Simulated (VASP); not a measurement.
A run of VASP 6.6.1:

File INCAR:

```
PREC = Accurate
ENCUT = 520
EDIFF = 1E-6
ISMEAR = -1
SIGMA = 0.05
LREAL = False
LASPH = True
NELM = 150
ALGO = Normal
ISIF = 2
LWAVE = False
LCHARG = False
ISPIN = 2
MAGMOM = 0.2
LORBIT = 11
NUPDOWN = 0.2
LMAXMIX = 4
GGA = PE
NBANDS = 17
```

File KPOINTS:

```
Automatic mesh
0
Gamma
  17 17 17
```

Contents of POSCAR:

```
Mo
1.0
   -1.5734150000      1.5734150000      1.5734150000
    1.5734150000     -1.5734150000      1.5734150000
    1.5734150000      1.5734150000     -1.5734150000
Mo
1
Direct
    0.0000000000      0.0000000000      0.0000000000
```

Potentials or basis: VASP PAW PBE potentials, release 64 (Mo_sv).

Launch:

```sh
$ cat potpaw_PBE.64/Mo_sv/POTCAR > POTCAR
$ mpirun -np 1 vasp_std > vasp.out
```

Hardware: 1 thread of Intel(R) Xeon(R) 6975P-C (Granite Rapids), with other jobs on the host.

**Question.** How long does it take, and how much memory?

**Answer.** Wall time 26 s on 1 thread of Intel(R) Xeon(R) 6975P-C (Granite Rapids) (shared host), peak memory 0.17 GiB. Counts: scf iterations 13, k points 165.
